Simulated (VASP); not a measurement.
Write the native input for VASP 6.6.1 that does the following.

* Task: relaxation of cell and atoms
* Functional: r2SCAN
* Potentials or basis: VASP PAW PBE potentials, release 64 (W_sv)
* Cutoff: 600 eV
* k mesh: 15 × 15 × 15
* Occupations: fermi-dirac, width 0.1 eV
* Spin: no spin polarisation
* Dipole correction: no
* Further INCAR settings: ALGO = Normal; EDIFF = 1e-06; IBRION = 2; EDIFFG = -0.01; NSW = 80; ISIF = 3

The system is W.

```
W
1.0
    -1.61433    1.61433    1.61433
     1.61433   -1.61433    1.61433
     1.61433    1.61433   -1.61433
W
1
Direct
  0.00000 0.00000 0.00000
```

These files were run (other wordings do the same):

POSCAR

```
W
1.0
   -1.6143300600      1.6143300600      1.6143300600
    1.6143300600     -1.6143300600      1.6143300600
    1.6143300600      1.6143300600     -1.6143300600
W
1
Direct
    0.0000000000      0.0000000000      0.0000000000
```

INCAR.step1

```
PREC = Accurate
ENCUT = 600
ISMEAR = -1
SIGMA = 0.1
LREAL = False
LASPH = True
NELM = 60
GGA = PE
ALGO = Normal
EDIFF = 1E-4
LWAVE = True
LCHARG = False
```

INCAR.step2

```
PREC = Accurate
ENCUT = 600
EDIFF = 1E-6
ISMEAR = -1
SIGMA = 0.1
LREAL = False
LASPH = True
NELM = 60
ALGO = Normal
ISIF = 3
LWAVE = False
LCHARG = False
METAGGA = R2SCAN
LMIXTAU = True
IBRION = 2
NSW = 80
EDIFFG = -0.01
ISTART = 1
```

KPOINTS

```
regular mesh
0
Gamma
  15 15 15
```

Potentials or basis: VASP PAW PBE potentials, release 64 (W_sv).

The run is started by

```bash
$ cat potpaw_PBE.64/W_sv/POTCAR > POTCAR
$ cp INCAR.step1 INCAR
$ mpirun -np 1 vasp_std > vasp.out
$ cp INCAR.step2 INCAR
$ mpirun -np 1 vasp_std > vasp.out
```

It gave:

```json
{
 "Relaxed volume": "15.97 Å³/atom",
 "Relaxed cell": "a = 2.748 Å, b = 2.748 Å, c = 2.748 Å, α = 109.47°, β = 109.47°, γ = 109.47°",
 "Space group after relaxing (to 0.1 Å)": "Im-3m (No. 229)",
 "Pressure after relaxing": "0.1 GPa",
 "Band gap on the k mesh": "zero (bands 7 and 8 overlap by 6.02 eV)"
}
```

Caveat: the PAW data sets were made with another functional, which shifts forces and pressure a little; spin-orbit coupling is left out, which moves the levels of the heavy elements.

Run time: 6.1 min on 1 thread of Intel Xeon 8259CL, with other jobs on the host, peak memory 0.18 GiB.
